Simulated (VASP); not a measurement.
Set up this calculation in VASP 6.6.1, as the native input.

| Quantity | Value |
| --- | --- |
| Task | single point |
| Functional | BLYP |
| Potentials or basis | VASP PAW PBE potentials, release 64 (Mo_sv) |
| Cutoff | 520 eV |
| k mesh | 11 × 11 × 11 |
| Occupations | fermi-dirac, width 0.1 eV |
| Spin | no spin polarisation |
| Dipole correction | no |
| Further INCAR settings | ALGO = Normal; EDIFF = 1e-06; NBANDS = 21 |

The structure of Mo lies in POSCAR:

```
Mo
1.0
    0.0000000000      2.8155469997      2.8155469997
    2.8155469997      0.0000000000      2.8155469997
    2.8155469997      2.8155469997      0.0000000000
Mo
2
Direct
    0.1250000000      0.1250000000      0.1250000000
    0.8750000000      0.8750000000      0.8750000000
```

This cell differs from its parent crystal: volume scaled by 0.92.

One way to write it, as run:

INCAR

```
PREC = Accurate
ENCUT = 520
EDIFF = 1E-6
ISMEAR = -1
SIGMA = 0.1
LREAL = F
LASPH = T
NELM = 100
ALGO = Normal
ISIF = 2
LWAVE = F
LCHARG = F
GGA = B5
ALDAX = 1.0
AGGAX = 1.0
AGGAC = 1.0
ALDAC = 0.0
NBANDS = 21
```

KPOINTS

```
Automatic mesh
0
Gamma
  11 11 11
```

Potentials or basis: VASP PAW PBE potentials, release 64 (Mo_sv).

Launch:

```bash
$ cat potpaw_PBE.64/Mo_sv/POTCAR > POTCAR
$ mpirun -np 1 vasp_std > vasp.out
```

Results of the run:

- Pressure: 10.0 GPa
- Band gap on the k mesh: zero (band 14 reaches 7.99 eV, above the bottom of band 15 at 7.54 eV)

Caveat: the PAW data sets were made with another functional, which shifts forces and pressure a little.

It took 99 s on 1 thread of AMD EPYC 7R13, on a shared host, peak memory 0.16 GiB.
